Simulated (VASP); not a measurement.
# Si3B4 (P-6m2) in VASP: single point with PBE

Aim: the single point of Si3B4 with PBE.

Everything below comes from runs of VASP 6.6.1. Logs are shortened: lines on timing, memory, paths and dates and some standing lists are left out, and cuts for length are marked.

## Step 1: The cell of the first run

The structure is hexagonal, space group P-6m2 (No. 187). Conventional cell: a = 5.726 Å, b = 5.726 Å, c = 4.563 Å, α = 90.00°, β = 90.00°, γ = 120.00°. Si (site symmetry mm2) has 3 B at 1.90 to 2.03 Å and 2 Si at 2.44 Å within 2.5 Å. Within 2.5 Å of B (site symmetry -6m2) lie 3 Si at 1.90 Å. B (site symmetry 3m) has 1 B at 1.63 Å and 3 Si at 2.03 Å within 2.2 Å. B (site symmetry -6m2) has 14 B at 3.41 to 4.56 Å and 12 Si at 3.67 Å within 4.6 Å.

The cell was built from a structure type or drawn by symmetry, and may not be a known phase.

## Step 2: Single point, PBE

INCAR reads:

```
SYSTEM = Si3B4
ALGO = Normal
EDIFF = 1E-6
ENCUT = 500
GGA = PE
GGA_COMPAT = .False.
ISIF = 2
ISMEAR = 0
LASPH = .True.
LCHARG = .True.
LELF = .True.
LREAL = .False.
LVHAR = .True.
LWAVE = .False.
NBANDS = 21
NELM = 120
PREC = Accurate
SIGMA = 0.2
```

KPOINTS reads:

```
k-points
0
Gamma
  4 4 3
  0 0 0
```

POSCAR reads:

```
Si3B4
1.0
    5.7262518195     -0.0000000037      0.0000000000
   -2.8631259066      4.9590795460      0.0000000000
    0.0000000000      0.0000000000      4.5625802379
Si B
3 4
Direct
    0.1417859103      0.8582140897      0.5000000000
    0.1417859103      0.2835718206      0.5000000000
    0.7164281794      0.8582140897      0.5000000000
    0.3333333333      0.6666666667      0.5000000000
    0.0000000000      0.0000000000      0.1790348772
    0.0000000000      0.0000000000      0.8209651228
    0.6666666667      0.3333333333      0.0000000000
```

Potentials or basis: VASP PAW PBE potentials, release 64 (Si, B).

Run with:

```sh
$ cat potpaw_PBE.64/Si/POTCAR potpaw_PBE.64/B/POTCAR > POTCAR
$ mpirun -np 1 vasp_std > vasp.out
```

OUTCAR:

```text
SYSTEM = Si3B4
   EDIFF = 1E-6
   ENCUT = 500
   GGA = PE
   ISIF = 2
   ISMEAR = 0
   LASPH = .True.
   LREAL = .False.
   NELM = 120
   PREC = Accurate

 ion  position               nearest neighbor table
   1  0.142  0.858  0.500-   4 1.90   5 2.03   6 2.03   3 2.44   2 2.44
   2  0.142  0.284  0.500-   4 1.90   5 2.03   6 2.03   3 2.44   1 2.44
   3  0.716  0.858  0.500-   4 1.90   5 2.03   6 2.03   2 2.44   1 2.44
   4  0.333  0.667  0.500-   1 1.90   3 1.90   2 1.90
   5  0.000  0.000  0.179-   6 1.63   3 2.03   2 2.03   1 2.03
   6  0.000  0.000  0.821-   5 1.63   3 2.03   2 2.03   1 2.03
   7  0.667  0.333  0.000-

  LATTYP: Found a hexagonal cell.
 ALAT       =     5.7262518195
 C/A-ratio  =     0.7967830235

  Lattice vectors:

 A1 = (   5.7262518195,  -0.0000000037,   0.0000000000)
 A2 = (  -2.8631259066,   4.9590795460,   0.0000000000)
 A3 = (   0.0000000000,   0.0000000000,   4.5625802379)

Analysis of symmetry for initial positions (statically):
=====================================================================
 Subroutine PRICEL returns:
 Original cell was already a primitive cell.

 Routine SETGRP: Setting up the symmetry group for a
 hexagonal supercell.

 Subroutine GETGRP returns: Found 12 space group operations
 (whereof 12 operations were pure point group operations)
 out of a pool of 24 trial point group operations.

The static configuration has the point symmetry D_3h.

Analysis of symmetry for dynamics (positions and initial velocities):
=====================================================================
 Subroutine PRICEL returns:
 Original cell was already a primitive cell.

 Routine SETGRP: Setting up the symmetry group for a
 hexagonal supercell.

 Subroutine GETGRP returns: Found 12 space group operations
 (whereof 12 operations were pure point group operations)
 out of a pool of 24 trial point group operations.

The dynamic configuration has the point symmetry D_3h.

 Subroutine INISYM returns: Found 12 space group operations
 (whereof 12 operations are pure point group operations),
 and found     1 'primitive' translations

----------------------------------------------------------------------------------------

                                     Primitive cell

  volume of cell :     129.5633

  direct lattice vectors                    reciprocal lattice vectors
     5.726251819 -0.000000004  0.000000000     0.174634304  0.100825162  0.000000000
    -2.863125907  4.959079546  0.000000000     0.000000000  0.201650325  0.000000000
     0.000000000  0.000000000  4.562580238     0.000000000  0.000000000  0.219174228

  length of vectors
     5.726251819  5.726251820  4.562580238     0.201650325  0.201650325  0.219174228

  position of ions in fractional coordinates (direct lattice)
     0.141785910  0.858214090  0.500000000
     0.141785910  0.283571821  0.500000000
     0.716428179  0.858214090  0.500000000
     0.333333333  0.666666667  0.500000000
     0.000000000  0.000000000  0.179034877
     0.000000000  0.000000000  0.820965123
     0.666666667  0.333333333  0.000000000

  ion indices of the primitive-cell ions
   primitive index   ion index
                 1           1
                 2           2
                 3           3
                 4           4
                 5           5
                 6           6
                 7           7

----------------------------------------------------------------------------------------

 KPOINTS: k-points

Automatic generation of k-mesh.
 Grid dimensions read from file:
 generate k-points for:    4    4    3

 Generating k-lattice:

  Cartesian coordinates                     Fractional coordinates (reciprocal lattice)
     0.043658576  0.025206291  0.000000000     0.250000000 -0.000000000  0.000000000
     0.000000000  0.050412581  0.000000000     0.000000000  0.250000000  0.000000000
     0.000000000  0.000000000  0.073058076     0.000000000  0.000000000  0.333333333

  Length of vectors
     0.050412581  0.050412581  0.073058076

  Shift w.r.t. Gamma in fractional coordinates (k-lattice)
     0.000000000  0.000000000  0.000000000

 Subroutine IBZKPT returns following result:
 ===========================================

 Found      8 irreducible k-points:

 Following reciprocal coordinates:
            Coordinates               Weight
  0.000000  0.000000  0.000000      1.000000
  0.250000  0.000000  0.000000      6.000000
  0.500000  0.000000  0.000000      3.000000
  0.250000  0.250000  0.000000      6.000000
  0.000000  0.000000  0.333333      2.000000
  0.250000  0.000000  0.333333     12.000000
  0.500000  0.000000  0.333333      6.000000
  0.250000  0.250000  0.333333     12.000000
   k-points           NKPTS =      8   k-points in BZ     NKDIM =      8   number of bands    NBANDS=     21
   number of dos      NEDOS =    301   number of ions     NIONS =      7
   total plane-waves  NPLWV =  63504
   dimension x,y,z NGX =    42 NGY =   42 NGZ =   36
   dimension x,y,z NGXF=    84 NGYF=   84 NGZF=   72
   ions per type =               3   4
   NGX,Y,Z   is equivalent  to a cutoff of  12.19, 12.19, 13.12 a.u.
   NGXF,Y,Z  is equivalent  to a cutoff of  24.39, 24.39, 26.23 a.u.
 SYSTEM =  Si3B4
   PREC   = accura    normal or accurate (medium, high low for compatibility)
   ISTART =      0    job   : 0-new  1-cont  2-samecut
   ICHARG =      2    charge: 1-file 2-atom 10-const
   ISPIN  =      1    spin polarized calculation?
   LNONCOLLINEAR =      F non collinear calculations
   LSORBIT =      F    spin-orbit coupling
   LASPH  =      T    aspherical Exc in radial PAW
   ENCUT  =  500.0 eV  36.75 Ry    6.06 a.u.  10.44 10.44  8.32*2*pi/ulx,y,z
   NELM   =    120;   NELMIN=  2; NELMDL= -5     # of ELM steps
   EDIFF  = 0.1E-05   stopping-criterion for ELM
   LREAL  =      F    real-space projection
   EDIFFG = 0.1E-04   stopping-criterion for IOM
   NSW    =      0    number of steps for IOM
   IBRION =     -1    ionic relax: 0-MD 1-quasi-New 2-CG
   NFREE  =      0    steps in history (QN), initial steepest desc. (CG)
   ISIF   =      2    stress and relaxation
   ISYM   =      2    0-nonsym 1-usesym 2-fastsym
   POTIM  = 0.5000    time-step for ionic-motion
   TEBEG  =    0.0;   TEEND  =   0.0 temperature during run
   PSTRESS=    0.0 pullay stress
   NELECT =      24.0000    total number of electrons
   NUPDOWN=      -1.0000    fix difference up-down
   EMIN   =  10.00;   EMAX   =-10.00  energy-range for DOS
   EFERMI =   0.00;   METHOD = LEGACY
   ISMEAR =     0;   SIGMA  =   0.20  broadening in eV -4-tet -1-fermi 0-gaus
   EFERMI_NEDOS =   21; number of points for ismear=-14 and -15
   IALGO  =     38    algorithm
   IMIX   =      4    mixing-type and parameters
     AMIX     =   0.40;   BMIX     =  1.00
     AMIX_MAG =   1.60;   BMIX_MAG =  1.00
  volume/ion in A,a.u.               =      18.51       124.91
  Fermi-wavevector in a.u.,A,eV,Ry     =   0.933221  1.763532 11.849337  0.870902
  Thomas-Fermi vector in A             =   2.059900
   LORBIT       =      0    0 simple, 1 ext, 2 COOP (PROOUT), +10 PAW based schemes
   GGA     = PE    functional components
   LHFCALC =     F    Hartree Fock is set to
   AEXX    =    0.0000 exact exchange contribution
   IVDW    =     0    specifies the selected vdW correction
   LEPSILON=     F    determine dielectric tensor
   LRPA    =     F    only Hartree local field effects (RPA)
 non-spin polarized calculation
 Gauss-broadening in eV      SIGMA  =   0.20
  energy-cutoff  :      500.00
  volume of cell :      129.56
 maximum number of plane-waves:      3317
 NGX is ok and might be reduce to    42
   NGX = 21   NGY = 21   NGZ = 17

 number of electron      24.0000002 magnetization

 Free energy of the ion-electron system (eV)
  ---------------------------------------------------
  ext. energy  EPLUGINS =         0.00000000
  ---------------------------------------------------
  free energy    TOTEN  =       -33.80238036 eV

  energy without entropy =      -33.72682805  energy(sigma->0) =      -33.76460420

 E-fermi :   2.9104     XC(G=0):  -8.5583

 val. band max:        2.8394414732   @ k =   0.2500   0.2500   0.0000
 cond. band min:       2.9119778234   @ k =   0.2500   0.2500   0.3333
 fundamental gap:      0.0725363502
 Fermi energy:         2.9104177599

 k-point     1 :       0.0000    0.0000    0.0000
  band No.  band energies     occupation
      1     -10.2146      2.00000
      2      -5.6800      2.00000
      3      -4.2457      2.00000
      4      -4.2457      2.00000
      5      -3.2811      2.00000
      6      -3.1510      2.00000
[... 13 lines left out ...]
     20       8.6845      0.00000
     21       8.8475      0.00000

 k-point     2 :       0.2500    0.0000    0.0000
  band No.  band energies     occupation
      1     -10.0968      2.00000
      2      -6.4515      2.00000
      3      -4.4306      2.00000
      4      -3.6039      2.00000
      5      -3.2168      2.00000
      6      -2.9848      2.00000
[... 13 lines left out ...]
     20       7.5939      0.00000
     21       8.6697      0.00000

 k-point     3 :       0.5000    0.0000    0.0000
  band No.  band energies     occupation
      1      -9.9589      2.00000
      2      -6.9706      2.00000
      3      -4.5827      2.00000
      4      -3.5933      2.00000
      5      -3.1478      2.00000
      6      -2.8236      2.00000
[... 13 lines left out ...]
     20       7.2004      0.00000
     21       8.4348      0.00000

 k-point     4 :       0.2500    0.2500    0.0000
  band No.  band energies     occupation
      1      -9.9600      2.00000
      2      -6.9342      2.00000
      3      -4.9078      2.00000
      4      -3.1482      2.00000
      5      -2.8674      2.00000
      6      -2.5266      2.00000
[... 13 lines left out ...]
     20       7.3446      0.00000
     21       7.9667      0.00000

 k-point     5 :       0.0000    0.0000    0.3333
  band No.  band energies     occupation
      1      -9.9936      2.00000
      2      -5.6190      2.00000
      3      -5.4602      2.00000
      4      -3.9889      2.00000
      5      -3.9889      2.00000
      6      -2.1599      2.00000
[... 13 lines left out ...]
     20       8.4507      0.00000
     21       8.4507      0.00000

 k-point     6 :       0.2500    0.0000    0.3333
  band No.  band energies     occupation
      1      -9.8756      2.00000
      2      -6.3188      2.00000
      3      -5.4134      2.00000
      4      -4.1685      2.00000
      5      -3.2715      2.00000
      6      -2.3996      2.00000
[... 13 lines left out ...]
     20       7.8902      0.00000
     21       8.4099      0.00000

 k-point     7 :       0.5000    0.0000    0.3333
  band No.  band energies     occupation
      1      -9.7372      2.00000
      2      -6.8287      2.00000
      3      -5.3188      2.00000
      4      -4.3170      2.00000
      5      -3.1877      2.00000
      6      -2.1713      2.00000
[... 13 lines left out ...]
     20       8.1904      0.00000
     21       8.2220      0.00000

 k-point     8 :       0.2500    0.2500    0.3333
  band No.  band energies     occupation
      1      -9.7382      2.00000
      2      -6.8033      2.00000
      3      -5.3211      2.00000
      4      -4.5525      2.00000
      5      -2.5576      2.00000
      6      -2.3179      2.00000
[... 13 lines left out ...]
     20       8.1483      0.00000
     21       8.4298      0.00000

------------------------ aborting loop because EDIFF is reached ----------------------------------------

  FORCE on cell =-STRESS in cart. coord.  units (eV):
  Direction    XX          YY          ZZ          XY          YZ          ZX
  --------------------------------------------------------------------------------------
  -------------------------------------------------------------------------------------
  Total       -0.2919676     -0.2919676      0.1759808      0.0000000     -0.0000000      0.0000000
  in kB       -3.6104650     -3.6104650      2.1761754      0.0000000     -0.0000000      0.0000000
  external PRESSURE =      -1.6815849 kB  Pullay stress =       0.0000000 kB

 VOLUME and BASIS-vectors are now :
 -----------------------------------------------------------------------------
  energy-cutoff  :      500.00
  volume of cell :      129.56
      direct lattice vectors                 reciprocal lattice vectors
     5.726251819 -0.000000004  0.000000000     0.174634304  0.100825162  0.000000000
    -2.863125907  4.959079546  0.000000000     0.000000000  0.201650325  0.000000000
     0.000000000  0.000000000  4.562580238     0.000000000  0.000000000  0.219174228

 POSITION                                       TOTAL-FORCE (eV/Angst)
 -----------------------------------------------------------------------------------
     -1.64527      4.25595      2.28129        -0.016958      0.009791      0.000000
      0.00000      1.40626      2.28129        -0.000000     -0.019582     -0.000000
      1.64527      4.25595      2.28129         0.016958      0.009791      0.000000
      0.00000      3.30605      2.28129        -0.000000     -0.000000      0.000000
      0.00000      0.00000      0.81686        -0.000000     -0.000000      0.011626
      0.00000      0.00000      3.74572        -0.000000     -0.000000     -0.011626
      2.86313      1.65303      0.00000        -0.000000     -0.000000      0.000000
 -----------------------------------------------------------------------------------
    total drift:                                0.000000     -0.000000     -0.000000

  FREE ENERGIE OF THE ION-ELECTRON SYSTEM (eV)
  ---------------------------------------------------
  free  energy   TOTEN  =       -33.8023803550 eV

  energy  without entropy=      -33.7268280475  energy(sigma->0) =      -33.76460420
```

It took 19 s on 1 thread of Intel Xeon 6975P-C (Granite Rapids), shared host; peak memory 0.23 GiB.

What came out:

* Free energy: -33.8024 eV
* Pressure: -0.2 GPa
* Largest force: 0.020 eV/Å
* Band gap on the k mesh: zero (bands 12 and 13 overlap by 0.38 eV)

Forces on the atoms (eV/Å):
```
Si  -0.017  0.010  0.000
Si   0.000 -0.020  0.000
Si   0.017  0.010  0.000
B    0.000  0.000  0.000
B    0.000  0.000  0.012
B    0.000  0.000 -0.012
B    0.000  0.000  0.000
```

Stress tensor (GPa, compression positive):
```
-0.36  0.00  0.00
 0.00 -0.36  0.00
 0.00  0.00  0.22
```

Caveat: the k points lie up to 0.46 Å⁻¹ apart.
